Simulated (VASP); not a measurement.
# ZnSe (d3) (F-43m) in VASP: notebook, part 2 of 2

VASP 6.6.1. The steps go on from the part before.

## (3) Single point, PBE+D3(BJ)

This run uses another cell than the first one, of 22.61 Å³/atom, 0.995 times its volume.

The input, INCAR:

```
PREC     = Accurate       # precision mode
ENCUT    = 500            # plane-wave cutoff, eV
EDIFF    = 1E-6           # SCF threshold, eV
ISMEAR   = 0              # smearing method
SIGMA    = 0.02           # smearing width, eV
LREAL    = F              # projectors in reciprocal space
LASPH    = T              # aspherical terms in the spheres
NELM     = 120            # most SCF steps
ALGO     = Normal         # electronic algorithm
ISIF     = 2              # what is computed and relaxed
LWAVE    = F              # write WAVECAR
LCHARG   = F              # write CHGCAR
GGA      = PE             # functional
IVDW     = 12             # dispersion correction
NBANDS   = 16             # bands
GGA_COMPAT= F
```

The input, KPOINTS:

```
regular mesh
0
Gamma
  8 8 8
```

The input, POSCAR:

```
ZnSe
1.0
    0.0000000000      2.8275041651      2.8275041651
    2.8275041651      0.0000000000      2.8275041651
    2.8275041651      2.8275041651      0.0000000000
Zn Se
1 1
Direct
    0.0000000000      0.0000000000      0.0000000000
    0.2500000000      0.2500000000      0.2500000000
```

Potentials or basis: VASP PAW PBE potentials, release 64 (Zn, Se).

Command:

```bash
cat potpaw_PBE.64/Zn/POTCAR potpaw_PBE.64/Se/POTCAR > POTCAR
mpirun -np 1 vasp_std > vasp.out
```

OUTCAR:

```text
PREC = Accurate
   ENCUT = 500
   EDIFF = 1E-6
   ISMEAR = 0
   LREAL = F
   LASPH = T
   NELM = 120
   ISIF = 2
   GGA = PE
   IVDW = 12
 IVDW          = 12

 ion  position               nearest neighbor table
   1  0.000  0.000  0.000-   2 2.45   2 2.45   2 2.45   2 2.45
   2  0.250  0.250  0.250-   1 2.45   1 2.45   1 2.45   1 2.45

  LATTYP: Found a face centered cubic cell.
 ALAT       =     5.6550083302

  Lattice vectors:

 A1 = (   0.0000000000,   2.8275041651,   2.8275041651)
 A2 = (   2.8275041651,   0.0000000000,   2.8275041651)
 A3 = (   2.8275041651,   2.8275041651,   0.0000000000)

Analysis of symmetry for initial positions (statically):
=====================================================================
 Subroutine PRICEL returns:
 Original cell was already a primitive cell.

 Routine SETGRP: Setting up the symmetry group for a
 face centered cubic supercell.

 Subroutine GETGRP returns: Found 24 space group operations
 (whereof 24 operations were pure point group operations)
 out of a pool of 48 trial point group operations.

The static configuration has the point symmetry T_d .

Analysis of symmetry for dynamics (positions and initial velocities):
=====================================================================
 Subroutine PRICEL returns:
 Original cell was already a primitive cell.

 Routine SETGRP: Setting up the symmetry group for a
 face centered cubic supercell.

 Subroutine GETGRP returns: Found 24 space group operations
 (whereof 24 operations were pure point group operations)
 out of a pool of 48 trial point group operations.

The dynamic configuration has the point symmetry T_d .

 Subroutine INISYM returns: Found 24 space group operations
 (whereof 24 operations are pure point group operations),
 and found     1 'primitive' translations

----------------------------------------------------------------------------------------

[... 111 lines left out ...]
     AMIX     =   0.40;   BMIX     =  1.00
     AMIX_MAG =   1.60;   BMIX_MAG =  1.00
  volume/ion in A,a.u.               =      22.61       152.55
  Fermi-wavevector in a.u.,A,eV,Ry     =   1.204349  2.275890 19.734664  1.450457
  Thomas-Fermi vector in A             =   2.340077
   LORBIT       =      0    0 simple, 1 ext, 2 COOP (PROOUT), +10 PAW based schemes
   GGA     = PE    functional components
   LHFCALC =     F    Hartree Fock is set to
   AEXX    =    0.0000 exact exchange contribution
   IVDW    =    12    specifies the selected vdW correction
   LEPSILON=     F    determine dielectric tensor
   LRPA    =     F    only Hartree local field effects (RPA)
 non-spin polarized calculation
 Gauss-broadening in eV      SIGMA  =   0.02
  energy-cutoff  :      500.00
  volume of cell :       45.21
 maximum number of plane-waves:      1174
 NGX is ok and might be reduce to    30
   NGX = 15   NGY = 15   NGZ = 15

 number of electron      18.0000007 magnetization

 Free energy of the ion-electron system (eV)
  ---------------------------------------------------
  ext. energy  EPLUGINS =         0.00000000
  ---------------------------------------------------
  free energy    TOTEN  =        -6.01514663 eV

  energy without entropy =       -6.01514663  energy(sigma->0) =       -6.01514663

 E-fermi :   1.7787     XC(G=0):  -9.3522

 val. band max:        1.6707436834   @ k =   0.0000   0.0000   0.0000
 cond. band min:       2.9880058666   @ k =   0.0000   0.0000   0.0000
 fundamental gap:      1.3172621832
 Fermi energy:         1.7787273084

 k-point     1 :       0.0000    0.0000    0.0000
  band No.  band energies     occupation
      1     -11.6315      2.00000
      2      -4.8999      2.00000
      3      -4.8999      2.00000
      4      -4.8999      2.00000
      5      -4.5241      2.00000
      6      -4.5241      2.00000
[... 433 lines left out ...]
      3      -4.7572      2.00000
      4      -4.5570      2.00000
      5      -4.5170      2.00000
      6      -4.3119      2.00000
[... 8 lines left out ...]
     15      14.4459      0.00000
     16      15.2683      0.00000

 [... further k-points ...]

------------------------ aborting loop because EDIFF is reached ----------------------------------------

 Edisp (eV)   -0.64934

 E8    (eV) :    -0.2716

  FORCE on cell =-STRESS in cart. coord.  units (eV):
  Direction    XX          YY          ZZ          XY          YZ          ZX
  --------------------------------------------------------------------------------------
  -------------------------------------------------------------------------------------
  Total       0.06822     0.06822     0.06822     0.00000     0.00000     0.00000
  in kB       2.41744     2.41744     2.41744     0.00000     0.00000     0.00000
  external pressure =        2.42 kB  Pullay stress =        0.00 kB

 VOLUME and BASIS-vectors are now :
 -----------------------------------------------------------------------------
  energy-cutoff  :      500.00
  volume of cell :       45.21
      direct lattice vectors                 reciprocal lattice vectors
     0.000000000  2.827504165  2.827504165    -0.176834399  0.176834399  0.176834399
     2.827504165  0.000000000  2.827504165     0.176834399 -0.176834399  0.176834399
     2.827504165  2.827504165  0.000000000     0.176834399  0.176834399 -0.176834399

 POSITION                                       TOTAL-FORCE (eV/Angst)
 -----------------------------------------------------------------------------------
      0.00000      0.00000      0.00000        -0.000000     -0.000000     -0.000000
      1.41375      1.41375      1.41375         0.000000      0.000000      0.000000
 -----------------------------------------------------------------------------------
    total drift:                               -0.000000     -0.000000     -0.000000

  FREE ENERGIE OF THE ION-ELECTRON SYSTEM (eV)
  ---------------------------------------------------
  free  energy   TOTEN  =        -6.6644842714 eV

  energy  without entropy=       -6.6644842714  energy(sigma->0) =       -6.66448427
```

OSZICAR:

```text
N       E                     dE             d eps       ncg     rms          rms(c)
DAV:   1     0.882197067097E+02    0.88220E+02   -0.87584E+03   928   0.125E+03
DAV:   2    -0.850585345137E+00   -0.89070E+02   -0.84037E+02  1040   0.251E+02
DAV:   3    -0.626041914343E+01   -0.54098E+01   -0.53907E+01  1168   0.607E+01
DAV:   4    -0.630306152628E+01   -0.42642E-01   -0.42638E-01  1120   0.580E+00
DAV:   5    -0.630326032248E+01   -0.19880E-03   -0.19879E-03  1184   0.361E-01    0.481E+00
DAV:   6    -0.603415155597E+01    0.26911E+00   -0.53172E-01  1360   0.239E+01    0.367E+00
DAV:   7    -0.601503074345E+01    0.19121E-01   -0.15660E-01  1048   0.352E+00    0.156E+00
DAV:   8    -0.601481768385E+01    0.21306E-03   -0.43668E-03  1256   0.678E-01    0.455E-01
DAV:   9    -0.601504493097E+01   -0.22725E-03   -0.10946E-03  1080   0.251E-01    0.663E-02
DAV:  10    -0.601515338847E+01   -0.10846E-03   -0.19797E-04  1136   0.104E-01    0.227E-02
DAV:  11    -0.601514534437E+01    0.80441E-05   -0.37116E-05  1112   0.513E-02    0.476E-03
DAV:  12    -0.601514640535E+01   -0.10610E-05   -0.50915E-06  1160   0.132E-02    0.268E-03
DAV:  13    -0.601514662897E+01   -0.22361E-06   -0.49553E-07   880   0.522E-03
   1 F= -.66644843E+01 E0= -.66644843E+01  d E =-.144579E-16
```

stdout:

```text
POSCAR found type information on POSCAR ZnSe
 POSCAR found :  2 types and       2 ions
 scaLAPACK will be used
 LDA part: xc-table for (Slater+PW92), standard interpolation
 POSCAR, INCAR and KPOINTS ok, starting setup
 FFT: planning ... GRIDC
 FFT: planning ... GRID_SOFT
 FFT: planning ... GRID
 WAVECAR not read
 entering main loop
```

Wall time 21 s (1 thread of Intel Xeon Platinum 8488C (Sapphire Rapids), shared host); peak memory 0.18 GiB.

Results:

* Free energy: -6.6645 eV
* Pressure: 0.2 GPa
* Band gap on the k mesh: 1.32 eV, direct
* Dispersion energy per atom: -0.325 eV

## (4) Relaxation of cell and atoms, PBE+D3(BJ)

The input, INCAR:

```
PREC = Accurate
ENCUT = 500
EDIFF = 1E-7
ISMEAR = 0
SIGMA = 0.02
LREAL = False
LASPH = True
NELM = 120
ALGO = Normal
ISIF = 3
LWAVE = False
LCHARG = False
GGA = PE
IVDW = 12
IBRION = 2
NSW = 100
EDIFFG = -0.002
GGA_COMPAT = False
NELMIN = 4
```

KPOINTS is that of step 3.

The input, POSCAR:

```
ZnSe
1.0
    0.0000000000      2.8324425400      2.8324425400
    2.8324425400      0.0000000000      2.8324425400
    2.8324425400      2.8324425400      0.0000000000
Zn Se
1 1
Direct
    0.0000000000      0.0000000000      0.0000000000
    0.2500000000      0.2500000000      0.2500000000
```

Command:

```bash
cat potpaw_PBE.64/Zn/POTCAR potpaw_PBE.64/Se/POTCAR > POTCAR
mpirun -np 1 vasp_std > vasp.out
```

It took 25 s on 1 thread of Intel Xeon Platinum 8488C (Sapphire Rapids), shared host; peak memory 0.18 GiB.

It converged, with:

```
Free energy                            : -6.6646 eV
Relaxed volume                         : 22.69 Å³/atom
Relaxed cell                           : a = 4.004 Å, b = 4.004 Å, c = 4.004 Å, α = 60.00°, β = 60.00°, γ = 60.00°
Space group after relaxing (to 0.05 Å) : F-43m (No. 216)
Energy gained by relaxing              : 0.0 meV/atom
Ionic steps                            : 2
Pressure after relaxing                : 0.0 GPa
Band gap on the k mesh                 : 1.30 eV, direct
Dispersion energy per atom             : -0.323 eV
```

Final structure:
```
Zn Se
1.0
     0.00000    2.83090    2.83090
     2.83090    0.00000    2.83090
     2.83090    2.83090    0.00000
Zn Se
1 1
Direct
  0.00000 0.00000 0.00000
  0.25000 0.25000 0.25000
```

Levels at points of the mesh, in eV from the valence-band top:
```csv
k point,band 5,band 6,band 7,band 8,band 9,band 10,band 11,band 12,band 13
"(0.00, 0.00, 0.00)",-6.18,-6.18,0.00,0.00,0.00,1.30,5.80,5.80,5.80
"(0.50, 0.00, 0.00)",-6.17,-6.02,-5.25,-0.87,-0.87,2.55,6.38,6.38,8.59
"(0.50, 0.50, 0.00)",-6.14,-6.00,-4.77,-2.20,-2.20,2.98,3.46,10.76,11.27
```

## (5) Summary

| task | cell | k mesh | smearing | gap on the mesh (eV) | pressure (GPa) |
| --- | --- | --- | --- | --- | --- |
| single point | a = 4.006 Å, angles 60.0°, 2 atoms | 6 × 6 × 6 | gaussian 0.1 eV | 1.29 | -0.1 |
| single point | a = 3.999 Å, angles 60.0°, 2 atoms | 8 × 8 × 8 | gaussian 0.02 eV | 1.32 | 0.2 |
| relaxation of cell and atoms | relaxed from a = 4.006 Å, angles 60.0°, 2 atoms | 8 × 8 × 8 | gaussian 0.02 eV | 1.30 | 0.0 |

Alike in all rows: level PBE+D3(BJ); potentials or basis VASP PAW PBE potentials, release 64 (Zn, Se); no spin polarisation; cutoff (eV) 500.

Total energies depend on the potentials used, so only differences within one code and one set of settings carry meaning.
